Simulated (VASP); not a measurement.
# V (I4_1/amd) in VASP: further runs

Runs on V. Level: PBEsol. Tasks: single point.

Everything below comes from runs of VASP 6.6.1. Logs are shortened: lines on timing, memory, paths and dates and some standing lists are left out, and cuts for length are marked.

**1. The cell of the first run**

It takes space group I4_1/amd (No. 141, tetragonal). Conventional cell: a = 4.140 Å, b = 4.140 Å, c = 2.375 Å, α = 90.00°, β = 90.00°, γ = 90.00°. Within 2.8 Å of V (site symmetry -4m2) lie 10 V at 2.15 to 2.73 Å.

**2. Single point, PBEsol**

Input file INCAR:

```
SYSTEM = V
ALGO = Normal
EDIFF = 1E-7
ENCUT = 520
GGA = PS
ISIF = 2
ISMEAR = -1
LASPH = .TRUE.
LCHARG = .FALSE.
LREAL = .FALSE.
LWAVE = .FALSE.
NBANDS = 20
NELM = 100
PREC = Accurate
SIGMA = 0.05
```

Input file KPOINTS:

```
k-points
0
G
  19 19 19
  0 0 0
```

Input file POSCAR:

```
V
1.0
   -2.0698902095      2.0698902095      1.1872988009
    2.0698902095     -2.0698902095      1.1872988009
    2.0698902095      2.0698902095     -1.1872988009
V
2
Direct
   -0.3750000000     -0.1250000000     -0.2500000000
    0.3750000000      0.1250000000      0.2500000000
```

Potentials or basis: VASP PAW PBE potentials, release 64 (V_sv).

Launch:

```sh
> cat potpaw_PBE.64/V_sv/POTCAR > POTCAR
> mpirun -np 1 vasp_std > vasp.out
```

OUTCAR:

```text
SYSTEM = V
   EDIFF = 1E-7
   ENCUT = 520
   GGA = PS
   ISIF = 2
   ISMEAR = -1
   LASPH = .TRUE.
   LREAL = .FALSE.
   NELM = 100
   PREC = Accurate

 ion  position               nearest neighbor table
   1  0.625  0.875  0.750-   2 2.15   2 2.15   2 2.15   2 2.15   2 2.73   2 2.73   2 2.73   2 2.73

   2  0.375  0.125  0.250-   1 2.15   1 2.15   1 2.15   1 2.15   1 2.73   1 2.73   1 2.73   1 2.73

  LATTYP: Found a body centered tetragonal cell.
 ALAT       =     4.1397804190
 C/A-ratio  =     0.5736047233

  Lattice vectors:

 A1 = (  -2.0698902095,   2.0698902095,   1.1872988009)
 A2 = (   2.0698902095,  -2.0698902095,   1.1872988009)
 A3 = (   2.0698902095,   2.0698902095,  -1.1872988009)

Analysis of symmetry for initial positions (statically):
=====================================================================
 Subroutine PRICEL returns:
 Original cell was already a primitive cell.

 Routine SETGRP: Setting up the symmetry group for a
 body centered tetragonal supercell.

 Subroutine GETGRP returns: Found 16 space group operations
 (whereof  4 operations were pure point group operations)
 out of a pool of 16 trial point group operations.

The static configuration has the point symmetry C_2h.
 The point group associated with its full space group is D_4h.

Analysis of symmetry for dynamics (positions and initial velocities):
=====================================================================
 Subroutine PRICEL returns:
 Original cell was already a primitive cell.

 Routine SETGRP: Setting up the symmetry group for a
 body centered tetragonal supercell.

 Subroutine GETGRP returns: Found 16 space group operations
 (whereof  4 operations were pure point group operations)
 out of a pool of 16 trial point group operations.

The dynamic configuration has the point symmetry C_2h.
 The point group associated with its full space group is D_4h.

 Subroutine INISYM returns: Found 16 space group operations
 (whereof  4 operations are pure point group operations),
 and found     1 'primitive' translations

----------------------------------------------------------------------------------------

                                     Primitive cell

  volume of cell :      20.3477

  direct lattice vectors                    reciprocal lattice vectors
    -2.069890210  2.069890210  1.187298801     0.000000000  0.241558706  0.421123983
     2.069890210 -2.069890210  1.187298801     0.241558706  0.000000000  0.421123983
     2.069890210  2.069890210 -1.187298801     0.241558706  0.241558706  0.000000000

  length of vectors
     3.158887368  3.158887368  3.158887368     0.485485342  0.485485342  0.341615598

  position of ions in fractional coordinates (direct lattice)
     0.625000000  0.875000000  0.750000000
     0.375000000  0.125000000  0.250000000

  ion indices of the primitive-cell ions
   primitive index   ion index
                 1           1
                 2           2

----------------------------------------------------------------------------------------

 KPOINTS: k-points

Automatic generation of k-mesh.
 Grid dimensions read from file:
 generate k-points for:   19   19   19

 Generating k-lattice:

  Cartesian coordinates                     Fractional coordinates (reciprocal lattice)
     0.000000000  0.012713616  0.022164420     0.052631579  0.000000000  0.000000000
     0.012713616  0.000000000  0.022164420     0.000000000  0.052631579  0.000000000
     0.012713616  0.012713616  0.000000000     0.000000000  0.000000000  0.052631579

  Length of vectors
     0.025551860  0.025551860  0.017979768

  Shift w.r.t. Gamma in fractional coordinates (k-lattice)
     0.000000000  0.000000000  0.000000000

 Subroutine IBZKPT returns following result:
 ===========================================

 Found    550 irreducible k-points:

 Following reciprocal coordinates:
            Coordinates               Weight
  0.000000  0.000000  0.000000      1.000000
  0.052632  0.000000 -0.000000      8.000000
  0.105263  0.000000 -0.000000      8.000000
  0.157895  0.000000 -0.000000      8.000000
  0.210526  0.000000 -0.000000      8.000000
  0.263158  0.000000 -0.000000      8.000000
[... 16 lines left out ...]
 -0.315789  0.052632  0.000000     16.000000
 -0.263158  0.052632  0.000000     16.000000
 [... further k-points ...]
   k-points           NKPTS =    550   k-points in BZ     NKDIM =    550   number of bands    NBANDS=     20
   number of dos      NEDOS =    301   number of ions     NIONS =      2
   total plane-waves  NPLWV =  13824
   dimension x,y,z NGX =    24 NGY =   24 NGZ =   24
   dimension x,y,z NGXF=    48 NGYF=   48 NGZF=   48
   ions per type =               2
   NGX,Y,Z   is equivalent  to a cutoff of  12.63, 12.63, 12.63 a.u.
   NGXF,Y,Z  is equivalent  to a cutoff of  25.26, 25.26, 25.26 a.u.
 SYSTEM =  V
   PREC   = accura    normal or accurate (medium, high low for compatibility)
   ISTART =      0    job   : 0-new  1-cont  2-samecut
   ICHARG =      2    charge: 1-file 2-atom 10-const
   ISPIN  =      1    spin polarized calculation?
   LNONCOLLINEAR =      F non collinear calculations
   LSORBIT =      F    spin-orbit coupling
   LASPH  =      T    aspherical Exc in radial PAW
   ENCUT  =  520.0 eV  38.22 Ry    6.18 a.u.   5.87  5.87  5.87*2*pi/ulx,y,z
   NELM   =    100;   NELMIN=  2; NELMDL= -5     # of ELM steps
   EDIFF  = 0.1E-06   stopping-criterion for ELM
   LREAL  =      F    real-space projection
   EDIFFG = 0.1E-05   stopping-criterion for IOM
   NSW    =      0    number of steps for IOM
   IBRION =     -1    ionic relax: 0-MD 1-quasi-New 2-CG
   NFREE  =      0    steps in history (QN), initial steepest desc. (CG)
   ISIF   =      2    stress and relaxation
   ISYM   =      2    0-nonsym 1-usesym 2-fastsym
   POTIM  = 0.5000    time-step for ionic-motion
   TEBEG  =    0.0;   TEEND  =   0.0 temperature during run
   PSTRESS=    0.0 pullay stress
   NELECT =      26.0000    total number of electrons
   NUPDOWN=      -1.0000    fix difference up-down
   EMIN   =  10.00;   EMAX   =-10.00  energy-range for DOS
   EFERMI =   0.00;   METHOD = LEGACY
   ISMEAR =    -1;   SIGMA  =   0.05  broadening in eV -4-tet -1-fermi 0-gaus
   EFERMI_NEDOS =   21; number of points for ismear=-14 and -15
   IALGO  =     38    algorithm
   IMIX   =      4    mixing-type and parameters
     AMIX     =   0.40;   BMIX     =  1.00
     AMIX_MAG =   1.60;   BMIX_MAG =  1.00
  volume/ion in A,a.u.               =      10.17        68.66
  Fermi-wavevector in a.u.,A,eV,Ry     =   1.776483  3.357066 42.938517  3.155892
  Thomas-Fermi vector in A             =   2.842068
   LORBIT       =      0    0 simple, 1 ext, 2 COOP (PROOUT), +10 PAW based schemes
   GGA     = PS    functional components
   LHFCALC =     F    Hartree Fock is set to
   AEXX    =    0.0000 exact exchange contribution
   IVDW    =     0    specifies the selected vdW correction
   LEPSILON=     F    determine dielectric tensor
   LRPA    =     F    only Hartree local field effects (RPA)
 non-spin polarized calculation
  energy-cutoff  :      520.00
  volume of cell :       20.35
 maximum number of plane-waves:       560
   NGX = 11   NGY = 11   NGZ = 11

 number of electron      26.0000016 magnetization

 Free energy of the ion-electron system (eV)
  ---------------------------------------------------
  ext. energy  EPLUGINS =         0.00000000
  ---------------------------------------------------
  free energy    TOTEN  =       -16.99241488 eV

  energy without entropy =      -16.97925313  energy(sigma->0) =      -16.98583400

 E-fermi :  14.0632     XC(G=0): -14.6034

 val. band max:       14.0625429058   @ k =  -0.4211  -0.4737   0.2632
 cond. band min:      14.0668729176   @ k =  -0.3684  -0.4737   0.3158
 fundamental gap:      0.0043300118
 Fermi energy:        14.0632004404

 k-point     1 :       0.0000    0.0000    0.0000
  band No.  band energies     occupation
      1     -50.0426      2.00000
      2     -48.7778      2.00000
      3     -24.6008      2.00000
      4     -24.6008      2.00000
      5     -22.6694      2.00000
      6     -22.6327      2.00000
[... 12 lines left out ...]
     19      20.4173      0.00000
     20      24.3996      0.00000

 k-point     2 :       0.0526    0.0000   -0.0000
  band No.  band energies     occupation
      1     -50.0288      2.00000
      2     -48.7793      2.00000
      3     -24.5985      2.00000
      4     -24.5789      2.00000
      5     -22.7112      2.00000
      6     -22.6763      2.00000
[... 12 lines left out ...]
     19      20.2935      0.00000
     20      24.5982      0.00000

 k-point     3 :       0.1053    0.0000   -0.0000
  band No.  band energies     occupation
      1     -49.9885      2.00000
      2     -48.7839      2.00000
      3     -24.5917      2.00000
      4     -24.5165      2.00000
      5     -22.8349      2.00000
      6     -22.7969      2.00000
[... 12 lines left out ...]
     19      20.0542      0.00000
     20      25.1333      0.00000

 k-point     4 :       0.1579    0.0000   -0.0000
  band No.  band energies     occupation
      1     -49.9247      2.00000
      2     -48.7921      2.00000
      3     -24.5811      2.00000
      4     -24.4234      2.00000
      5     -23.0384      2.00000
      6     -22.9595      2.00000
[... 12 lines left out ...]
     19      19.8682      0.00000
     20      25.8390      0.00000

 k-point     5 :       0.2105    0.0000   -0.0000
  band No.  band energies     occupation
      1     -49.8424      2.00000
      2     -48.8044      2.00000
      3     -24.5674      2.00000
      4     -24.3185      2.00000
      5     -23.2915      2.00000
      6     -23.1370      2.00000
[... 12 lines left out ...]
     19      19.7486      0.00000
     20      26.4896      0.00000
[... 353 lines left out ...]
      6     -23.2440      2.00000
[... 12 lines left out ...]
     19      19.2066      0.00000
     20      25.9352      0.00000

 k-point    22 :      -0.3684    0.0526    0.0000
  band No.  band energies     occupation
      1     -49.6124      2.00000
      2     -48.8816      2.00000
      3     -24.5539      2.00000
      4     -24.1754      2.00000
      5     -23.8247      2.00000
      6     -23.2824      2.00000
[... 12 lines left out ...]
     19      19.3403      0.00000
     20      26.0171      0.00000

 k-point    23 :      -0.3158    0.0526    0.0000
  band No.  band energies     occupation
      1     -49.7099      2.00000
      2     -48.8603      2.00000
      3     -24.5674      2.00000
      4     -24.1464      2.00000
      5     -23.6128      2.00000
      6     -23.2380      2.00000
[... 12 lines left out ...]
     19      19.4903      0.00000
     20      25.9436      0.00000

 k-point    24 :      -0.2632    0.0526    0.0000
  band No.  band energies     occupation
      1     -49.8067      2.00000
      2     -48.8408      2.00000
      3     -24.5804      2.00000
      4     -24.2178      2.00000
      5     -23.3543      2.00000
      6     -23.1097      2.00000
[... 12 lines left out ...]
     19      19.5854      0.00000
     20      25.6423      0.00000

 [... further k-points ...]

------------------------ aborting loop because EDIFF is reached ----------------------------------------

  FORCE on cell =-STRESS in cart. coord.  units (eV):
  Direction    XX          YY          ZZ          XY          YZ          ZX
  --------------------------------------------------------------------------------------
  -------------------------------------------------------------------------------------
  Total       10.2751220     10.2751220     10.0788198      0.0000000     -0.0000000      0.0000000
  in kB      809.0640925    809.0640925    793.6072393      0.0000000     -0.0000000      0.0000000
  external PRESSURE =     803.9118081 kB  Pullay stress =       0.0000000 kB

 VOLUME and BASIS-vectors are now :
 -----------------------------------------------------------------------------
  energy-cutoff  :      520.00
  volume of cell :       20.35
      direct lattice vectors                 reciprocal lattice vectors
    -2.069890210  2.069890210  1.187298801     0.000000000  0.241558706  0.421123983
     2.069890210 -2.069890210  1.187298801     0.241558706  0.000000000  0.421123983
     2.069890210  2.069890210 -1.187298801     0.241558706  0.241558706  0.000000000

 POSITION                                       TOTAL-FORCE (eV/Angst)
 -----------------------------------------------------------------------------------
      2.06989      1.03495      0.89047        -0.000000     -0.000000      0.000000
      0.00000      1.03495      0.29682         0.000000      0.000000     -0.000000
 -----------------------------------------------------------------------------------
    total drift:                               -0.000000      0.000000      0.000000

  FREE ENERGIE OF THE ION-ELECTRON SYSTEM (eV)
  ---------------------------------------------------
  free  energy   TOTEN  =       -16.9924148803 eV

  energy  without entropy=      -16.9792531276  energy(sigma->0) =      -16.98583400
```

Run time: 2.4 min. Hardware: 1 thread of Intel Xeon Platinum 8259CL at 2.50GHz (Skylake/Cascade Lake), shared host; peak memory 0.28 GiB.

Results:

- Free energy: -16.9924 eV
- Pressure: 80.4 GPa
- Band gap on the k mesh: zero (bands 13 and 14 overlap by 1.17 eV)

Levels at points of the mesh, in eV from the Fermi level:
```tsv
k point	band 9	band 10	band 11	band 12	band 13	band 14	band 15	band 16	band 17	band 18
(0.00, 0.00, 0.00)	-7.40	-6.02	-2.98	-2.13	-1.20	2.01	2.01	2.12	2.12	5.14
```

Caveat: the cell stands under pressure; the PAW data sets were made with another functional, which shifts forces and pressure a little.

**3. Single point, PBEsol**

Input file INCAR:

```
SYSTEM = V
ALGO = Normal
EDIFF = 1E-6
ENCUT = 520
GGA = PS
ISIF = 2
ISMEAR = -1
LASPH = .TRUE.
LCHARG = .TRUE.
LELF = .TRUE.
LREAL = .FALSE.
LVHAR = .TRUE.
LWAVE = .FALSE.
NBANDS = 20
NELM = 60
PREC = Accurate
SIGMA = 0.05
```

KPOINTS is that of step 2.

Input file POSCAR:

```
V
1.0
   -2.0694067228      2.0694067228      1.1875625318
    2.0694067228     -2.0694067228      1.1875625318
    2.0694067228      2.0694067228     -1.1875625318
V
2
Direct
   -0.3750000000     -0.1250000000     -0.2500000000
    0.3750000000      0.1250000000      0.2500000000
```

Potentials or basis: VASP PAW PBE potentials, release 64 (V_sv).

Launch:

```sh
> cat potpaw_PBE.64/V_sv/POTCAR > POTCAR
> mpirun -np 1 vasp_std > vasp.out
```

Wall time 2.5 min (1 thread of Intel Xeon Platinum 8259CL at 2.50GHz (Skylake/Cascade Lake), shared host); peak memory 0.28 GiB.

The run converged. Its results:

```yaml
Free_energy: -16.9898 eV
Pressure: 80.5 GPa
Band_gap_on_the_k_mesh: zero (bands 13 and 14 overlap by 1.17 eV)
```

Stress tensor (GPa, compression positive):
```
81.08  0.00  0.00
 0.00 81.08  0.00
 0.00  0.00 79.39
```

Levels at points of the mesh, in eV from the Fermi level:
```tsv
k point	band 11	band 12	band 13	band 14	band 15	band 16
(0.00, 0.00, 0.00)	-2.98	-2.13	-1.19	2.00	2.00	2.11
```

Caveat: the cell stands under pressure; the PAW data sets were made with another functional, which shifts forces and pressure a little.
